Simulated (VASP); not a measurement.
# SiC (P6_3mc) in VASP: single point with r2SCAN

Aim: the single point of SiC with r2SCAN.

Everything below comes from runs of VASP 6.6.1. Logs are shortened: lines on timing, memory, paths and dates and some standing lists are left out, and cuts for length are marked.

**1. The cell of the first run**

It takes space group P6_3mc (No. 186, hexagonal). Conventional cell: a = 3.096 Å, b = 3.096 Å, c = 15.198 Å, α = 90.00°, β = 90.00°, γ = 120.00°. Si (site symmetry 3m) has 4 C at 1.89 to 1.91 Å within 2.5 Å. Si (site symmetry 3m) has 4 C at 1.90 Å within 2.5 Å. Si (site symmetry 3m) has 4 C at 1.90 Å within 2.5 Å. C (site symmetry 3m) has 4 Si at 1.89 to 1.90 Å within 2.5 Å. C (site symmetry 3m) has 4 Si at 1.90 Å within 2.5 Å. C (site symmetry 3m) has 4 Si at 1.90 to 1.91 Å within 2.5 Å.

**2. Single point, r2SCAN**

POSCAR

```
SiC
1.0
    1.5479630000      2.6811460000      0.0000000000
   -1.5479630000      2.6811460000      0.0000000000
    0.0000000000      0.0000000000     15.1980720000
Si C
6 6
Direct
    0.0000000000      0.0000000000      0.0000000000
    0.0000000000      0.0000000000      0.5000000000
    0.3333300000      0.3333400000      0.1664000000
    0.6666600000      0.6666700000      0.6664000000
    0.6666700000      0.6666600000      0.3329000000
    0.3333400000      0.3333300000      0.8329000000
    0.3333300000      0.3333400000      0.0412000000
    0.6666600000      0.6666700000      0.5412000000
    0.6666700000      0.6666600000      0.2080000000
    0.3333400000      0.3333300000      0.7080000000
    0.0000000000      0.0000000000      0.3746000000
    0.0000000000      0.0000000000      0.8746000000
```

INCAR.step1

```
SYSTEM = SiC
ALGO = Normal ; EDIFF = 1E-4
ENCUT = 520 ; GGA = PE
ISMEAR = -1 ; LASPH = .True.
LCHARG = .False. ; LREAL = .False.
LWAVE = .True. ; NBANDS = 36
NELM = 100 ; PREC = Accurate
SIGMA = 0.1
```

INCAR.step2

```
SYSTEM = SiC
ALGO = Normal ; EDIFF = 1E-6
ENCUT = 520 ; ISIF = 2
ISMEAR = -1 ; ISTART = 1
LASPH = .True. ; LCHARG = .False.
LMIXTAU = .True. ; LREAL = .False.
LWAVE = .False. ; METAGGA = R2SCAN
NBANDS = 36 ; NELM = 100
PREC = Accurate ; SIGMA = 0.1
```

KPOINTS

```
k-points
0
Gamma
  9 9 2
  0 0 0
```

Potentials or basis: VASP PAW PBE potentials, release 64 (Si, C).

Started as:

```
> cat potpaw_PBE.64/Si/POTCAR potpaw_PBE.64/C/POTCAR > POTCAR
> cp INCAR.step1 INCAR
> mpirun -np 1 vasp_std > vasp.out
> cp INCAR.step2 INCAR
> mpirun -np 1 vasp_std > vasp.out
```

OUTCAR:

```text
SYSTEM = SiC
   EDIFF = 1E-6
   ENCUT = 520
   ISIF = 2
   ISMEAR = -1
   ISTART = 1
   LASPH = .True.
   LREAL = .False.
   METAGGA = R2SCAN
   NELM = 100
   PREC = Accurate

 ion  position               nearest neighbor table
   1  0.000  0.000  0.000-   7 1.89   7 1.89   7 1.89  12 1.91   3 3.10   3 3.10   3 3.10   6 3.11
                             6 3.11   6 3.11
   2  0.000  0.000  0.500-   8 1.89   8 1.89   8 1.89  11 1.91   4 3.10   4 3.10   4 3.10   5 3.11
                             5 3.11   5 3.11
   3  0.333  0.333  0.166-   9 1.90   9 1.90   9 1.90   7 1.90   1 3.10   1 3.10   1 3.10   5 3.10
                             5 3.10   5 3.10
   4  0.667  0.667  0.666-  10 1.90  10 1.90  10 1.90   8 1.90   2 3.10   2 3.10   2 3.10   6 3.10
                             6 3.10   6 3.10
   5  0.667  0.667  0.333-  11 1.90  11 1.90  11 1.90   9 1.90   3 3.10   3 3.10   3 3.10   2 3.11
                             2 3.11   2 3.11
   6  0.333  0.333  0.833-  12 1.90  12 1.90  12 1.90  10 1.90   4 3.10   4 3.10   4 3.10   1 3.11
                             1 3.11   1 3.11
   7  0.333  0.333  0.041-   1 1.89   1 1.89   1 1.89   3 1.90
   8  0.667  0.667  0.541-   2 1.89   2 1.89   2 1.89   4 1.90
   9  0.667  0.667  0.208-   3 1.90   3 1.90   3 1.90   5 1.90
  10  0.333  0.333  0.708-   4 1.90   4 1.90   4 1.90   6 1.90
  11  0.000  0.000  0.375-   5 1.90   5 1.90   5 1.90   2 1.91
  12  0.000  0.000  0.875-   6 1.90   6 1.90   6 1.90   1 1.91

  LATTYP: Found a hexagonal cell.
 ALAT       =     3.0959220473
 C/A-ratio  =     4.9090615875

  Lattice vectors:

 A1 = (   1.5479630000,  -2.6811460000,   0.0000000000)
 A2 = (   1.5479630000,   2.6811460000,   0.0000000000)
 A3 = (   0.0000000000,   0.0000000000,  15.1980720000)

Analysis of symmetry for initial positions (statically):
=====================================================================
 Subroutine PRICEL returns:
 Original cell was already a primitive cell.

 Routine SETGRP: Setting up the symmetry group for a
 hexagonal supercell.

 Subroutine GETGRP returns: Found  2 space group operations
 (whereof  1 operations were pure point group operations)
 out of a pool of 24 trial point group operations.

The static configuration has the point symmetry C_1 .
 The point group associated with its full space group is C_1h.

Analysis of symmetry for dynamics (positions and initial velocities):
=====================================================================
[... 136 lines left out ...]
   NFREE  =      0    steps in history (QN), initial steepest desc. (CG)
   ISIF   =      2    stress and relaxation
   ISYM   =      2    0-nonsym 1-usesym 2-fastsym
   POTIM  = 0.5000    time-step for ionic-motion
   TEBEG  =    0.0;   TEEND  =   0.0 temperature during run
   PSTRESS=    0.0 pullay stress
   NELECT =      48.0000    total number of electrons
   NUPDOWN=      -1.0000    fix difference up-down
   EMIN   =  10.00;   EMAX   =-10.00  energy-range for DOS
   EFERMI =   0.00;   METHOD = LEGACY
   ISMEAR =    -1;   SIGMA  =   0.10  broadening in eV -4-tet -1-fermi 0-gaus
   EFERMI_NEDOS =   21; number of points for ismear=-14 and -15
   IALGO  =     38    algorithm
   IMIX   =      4    mixing-type and parameters
     AMIX     =   0.40;   BMIX     =  1.00
     AMIX_MAG =   1.60;   BMIX_MAG =  1.00
  volume/ion in A,a.u.               =      10.51        70.94
  Fermi-wavevector in a.u.,A,eV,Ry     =   1.186284  2.241752 19.147072  1.407270
  Thomas-Fermi vector in A             =   2.322460
   LORBIT       =      0    0 simple, 1 ext, 2 COOP (PROOUT), +10 PAW based schemes
   METAGGA = R2SCAN    functional components
   LHFCALC =     F    Hartree Fock is set to
   AEXX    =    0.0000 exact exchange contribution
   IVDW    =     0    specifies the selected vdW correction
   LEPSILON=     F    determine dielectric tensor
   LRPA    =     F    only Hartree local field effects (RPA)
 non-spin polarized calculation
  energy-cutoff  :      520.00
  volume of cell :      126.15
 maximum number of plane-waves:      3414
   NGX = 11   NGY = 11   NGZ = 57

 number of electron      48.0000002 magnetization

 Free energy of the ion-electron system (eV)
  ---------------------------------------------------
  ext. energy  EPLUGINS =         0.00000000
  ---------------------------------------------------
  free energy    TOTEN  =      -115.93362351 eV

  energy without entropy =     -115.93362188  energy(sigma->0) =     -115.93362270

 E-fermi :   9.0748     XC(G=0): -11.8604

 val. band max:        7.8546132505   @ k =   0.0000   0.0000   0.0000
 cond. band min:      10.3316468558   @ k =   0.4444   0.4444   0.0000
 fundamental gap:      2.4770336054
 Fermi energy:         9.0748286019

 k-point     1 :       0.0000    0.0000    0.0000
  band No.  band energies     occupation
      1      -8.2556      2.00000
      2      -7.7373      2.00000
      3      -7.6713      2.00000
      4      -6.1902      2.00000
      5      -6.1240      2.00000
      6      -4.6925      2.00000
[... 925 lines left out ...]
     35      16.8553      0.00000
     36      17.1708      0.00000

 [... further k-points ...]
[... 5 lines left out ...]
  --------------------------------------------------------------------------------------
  -------------------------------------------------------------------------------------
  Total       -3.0722510     -3.0716351     -3.2466013      0.0000000      0.0000000      0.0000063
  in kB      -39.0182458    -39.0104237    -41.2325319      0.0000000      0.0000000      0.0000801
  external PRESSURE =     -39.7537338 kB  Pullay stress =       0.0000000 kB

 VOLUME and BASIS-vectors are now :
 -----------------------------------------------------------------------------
  energy-cutoff  :      520.00
  volume of cell :      126.15
      direct lattice vectors                 reciprocal lattice vectors
     1.547963000  2.681146000  0.000000000     0.323005136  0.186487420  0.000000000
    -1.547963000  2.681146000  0.000000000    -0.323005136  0.186487420  0.000000000
     0.000000000  0.000000000 15.198072000     0.000000000  0.000000000  0.065797820

 POSITION                                       TOTAL-FORCE (eV/Angst)
 -----------------------------------------------------------------------------------
      0.00000      0.00000      0.00000        -0.000258      0.000148     -0.164098
      0.00000      0.00000      7.59904        -0.000258     -0.000148     -0.164098
     -0.00002      1.78744      2.52896         0.000527     -0.000313      0.003243
     -0.00002      3.57485     10.12800         0.000527      0.000313      0.003243
      0.00002      3.57485      5.05944        -0.000275      0.000149      0.102065
      0.00002      1.78744     12.65847        -0.000275     -0.000149      0.102065
     -0.00002      1.78744      0.62616         0.000273     -0.000149      0.186036
     -0.00002      3.57485      8.22520         0.000273      0.000149      0.186036
      0.00002      3.57485      3.16120        -0.000522      0.000311     -0.044965
      0.00002      1.78744     10.76023        -0.000522     -0.000311     -0.044965
      0.00000      0.00000      5.69320         0.000256     -0.000135     -0.082281
      0.00000      0.00000     13.29223         0.000256      0.000135     -0.082281
 -----------------------------------------------------------------------------------
    total drift:                                0.000000     -0.000000     -0.003537

  FREE ENERGIE OF THE ION-ELECTRON SYSTEM (eV)
  ---------------------------------------------------
  free  energy   TOTEN  =      -115.9336235147 eV

  energy  without entropy=     -115.9336218837  energy(sigma->0) =     -115.93362270
```

OUTCAR.step1:

```text
SYSTEM = SiC
   EDIFF = 1E-4
   ENCUT = 520
   GGA = PE
   ISMEAR = -1
   LASPH = .True.
   LREAL = .False.
   NELM = 100
[... 1202 lines left out ...]
      0.00002      1.78744     10.76023        -0.000514     -0.000314     -0.041918
      0.00000      0.00000      5.69320         0.000246     -0.000136     -0.072038
      0.00000      0.00000     13.29223         0.000246      0.000136     -0.072038
 -----------------------------------------------------------------------------------
    total drift:                               -0.000018     -0.000000     -0.001098

  FREE ENERGIE OF THE ION-ELECTRON SYSTEM (eV)
  ---------------------------------------------------
  free  energy   TOTEN  =       -90.3705004639 eV

  energy  without entropy=      -90.3704906274  energy(sigma->0) =      -90.37049555
```

OSZICAR.step1:

```text
N       E                     dE             d eps       ncg     rms          rms(c)
DAV:   1     0.125190565517E+03    0.12519E+03   -0.21643E+04  3600   0.119E+03
DAV:   2    -0.891847101779E+02   -0.21438E+03   -0.20102E+03  4720   0.210E+02
DAV:   3    -0.101050370681E+03   -0.11866E+02   -0.11782E+02  4744   0.469E+01
DAV:   4    -0.101229630318E+03   -0.17926E+00   -0.17888E+00  4608   0.660E+00
DAV:   5    -0.101233500407E+03   -0.38701E-02   -0.38668E-02  4616   0.926E-01    0.212E+01
DAV:   6    -0.906373015036E+02    0.10596E+02   -0.31649E+01  4432   0.207E+01    0.943E+00
DAV:   7    -0.904179491401E+02    0.21935E+00   -0.30709E+00  4808   0.666E+00    0.408E+00
DAV:   8    -0.903739649736E+02    0.43984E-01   -0.18727E-01  4372   0.175E+00    0.128E+00
DAV:   9    -0.903696384519E+02    0.43265E-02   -0.27898E-02  4472   0.773E-01    0.184E-01
DAV:  10    -0.903703471990E+02   -0.70875E-03   -0.23047E-03  4548   0.205E-01    0.958E-02
DAV:  11    -0.903704979467E+02   -0.15075E-03   -0.32160E-04  3800   0.985E-02    0.205E-02
DAV:  12    -0.903705004639E+02   -0.25173E-05   -0.25181E-05  2472   0.233E-02
   1 F= -.90370500E+02 E0= -.90370496E+02  d E =-.983650E-05
```

It took 4.9 min on 1 thread of Intel Xeon 6975P-C (Granite Rapids), shared host; peak memory 0.36 GiB.

Results:

```yaml
Free_energy: -115.9336 eV
Pressure: -4.0 GPa
Largest_force: 0.186 eV/Å
Band_gap_on_the_k_mesh: 2.48 eV (least direct gap 3.60 eV)
```

Forces on the atoms (eV/Å):
```
Si   0.000  0.000 -0.164
Si   0.000  0.000 -0.164
Si   0.001  0.000  0.003
Si   0.001  0.000  0.003
Si   0.000  0.000  0.102
Si   0.000  0.000  0.102
C    0.000  0.000  0.186
C    0.000  0.000  0.186
C   -0.001  0.000 -0.045
C   -0.001  0.000 -0.045
C    0.000  0.000 -0.082
C    0.000  0.000 -0.082
```

Caveat: the cell stands under tension; the PAW data sets were made with another functional, which shifts forces and pressure a little.
